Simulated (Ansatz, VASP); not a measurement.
**TiCo: VASP beside Ansatz**

File INCAR:

```
ALGO = Fast
EDIFF = 1E-6
EDIFFG = -0.01
ENCUT = 600
GGA = PE
IBRION = 2
ISIF = 3
ISMEAR = 0
LASPH = T
LCHARG = F
LREAL = F
LWAVE = F
NELM = 60
NSW = 100
PREC = Accurate
SIGMA = 0.1
```

KPOINTS

```
k-points
0
Gamma
  20 20 20
```

The input POSCAR:

```
TiCo
1.0
    0.0000000000      2.4244142796      2.4244142796
    2.4244142796      0.0000000000      2.4244142796
    2.4244142796      2.4244142796      0.0000000000
Ti Co
1 1
Direct
    0.5000000000      0.5000000000      0.5000000000
    0.0000000000      0.0000000000      0.0000000000
```

Input for Ansatz:

```yaml
crystal:
  lattice:
    - [0.0, 2.4244142796, 2.4244142796]
    - [2.4244142796, 0.0, 2.4244142796]
    - [2.4244142796, 2.4244142796, 0.0]
  atoms:
    - { symbol: Ti, position: [0.5, 0.5, 0.5] }
    - { symbol: Co, position: [0.0, 0.0, 0.0] }
basis:
  ecutwfc: 420
kpoints:
  mp_grid: { grid: [20, 20, 20] }
hamiltonian:
  xc: pbe
scf:
  occupations: { method: gaussian, width: 0.1 }
output:
  forces: true
  stress: true
  eigenvalues: true
relax:
  adjacent_minimum: "off"
  f_tol: 0.01
  max_steps: 80
  cell: { stress_tol: 0.05 }
```

Change from the starting cell: species swapped into the TePb type (Fm-3m, No. 225).

Alike in both runs: task relaxation of cell and atoms; functional PBE; k mesh 20 × 20 × 20; occupations gaussian, width 0.1 eV; no spin polarisation.

|  | VASP | Ansatz |
| --- | --- | --- |
| version | VASP 6.6.1 | Ansatz 0.2.0 |
| potentials or method | VASP PAW PBE potentials, release 64 (Ti_sv, Co), cutoff 600 eV | scalar-relativistic, plane waves, PAW |
| valence electrons in the cell | 21 | 29 |

Ansatz gave:

```
gap on the k mesh at the Fermi level, each at its own relaxed structure (eV) : none
relaxed volume (Å³/atom)                                                     : 14.28
relaxed length of the cell vector where the two differ most in proportion (Å)              : 3.431
```

Question: Estimate VASP's values.

Answer: gap on the k mesh at the Fermi level, each at its own relaxed structure (eV): none; relaxed volume (Å³/atom): 14.25; relaxed length of the cell vector where the two differ most in proportion (Å): 3.429.

A gap of «none» marks a metal or a gap that the smearing closes. VASP's potentials hold 21 valence electrons a cell and Ansatz's 29, so a difference there can come from the potentials and not from the codes.

Noted on VASP's run: the relaxation stopped at its first step, so nothing moved.
